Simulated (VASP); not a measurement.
Here is a VASP 6.6.1 calculation.

INCAR

```
SYSTEM = WS2
PREC     = Accurate       ! precision mode
ENCUT    = 600            ! plane-wave cutoff, eV
EDIFF    = 1E-6           ! SCF threshold, eV
ISMEAR   = 0              ! smearing method
SIGMA    = 0.02           ! smearing width, eV
LREAL    = .False.        ! projectors in reciprocal space
LASPH    = .True.         ! aspherical terms in the spheres
NELM     = 100            ! most SCF steps
ALGO     = Normal         ! electronic algorithm
ISIF     = 3              ! what is computed and relaxed
LWAVE    = .False.        ! write WAVECAR
LCHARG   = .False.        ! write CHGCAR
GGA      = PE             ! functional
IBRION   = 2              ! ionic algorithm
NSW      = 100            ! ionic steps
EDIFFG   = -0.005         ! ionic threshold
```

KPOINTS

```
Automatic mesh
0
Gamma
  12 12 2
  0 0 0
```

POSCAR

```
WS2
1.0
    3.1877751902      0.0000000029      0.0000000000
   -1.5938875976      2.7606942948      0.0000000000
    0.0000000000      0.0000000000     14.8712872264
W S
2 4
Direct
    0.3333333333      0.6666666667      0.2500000000
    0.6666666667      0.3333333333      0.7500000000
    0.3333333333      0.6666666667      0.6443541682
    0.6666666667      0.3333333333      0.1443541682
    0.3333333333      0.6666666667      0.8556458318
    0.6666666667      0.3333333333      0.3556458318
```

Potentials or basis: VASP PAW PBE potentials, release 64 (W_sv, S).

The run is started by

```console
$ cat potpaw_PBE.64/W_sv/POTCAR potpaw_PBE.64/S/POTCAR > POTCAR
$ mpirun -np 1 vasp_std > vasp.out
```

Question: What does it give for the band gap on the k mesh?

Answer: 1.64 eV (least direct gap 1.80 eV).

Final structure:
```
W S
1.0
     3.18778    0.00000    0.00000
    -1.59389    2.76069    0.00000
     0.00000    0.00000   14.87129
W S
2 4
Direct
  0.33333 0.66667 0.25000
  0.66667 0.33333 0.75000
  0.33333 0.66667 0.64435
  0.66667 0.33333 0.14435
  0.33333 0.66667 0.85565
  0.66667 0.33333 0.35565
```

Caveat: spin-orbit coupling is left out, which moves the levels of the heavy elements. A k mesh can miss the band edges.
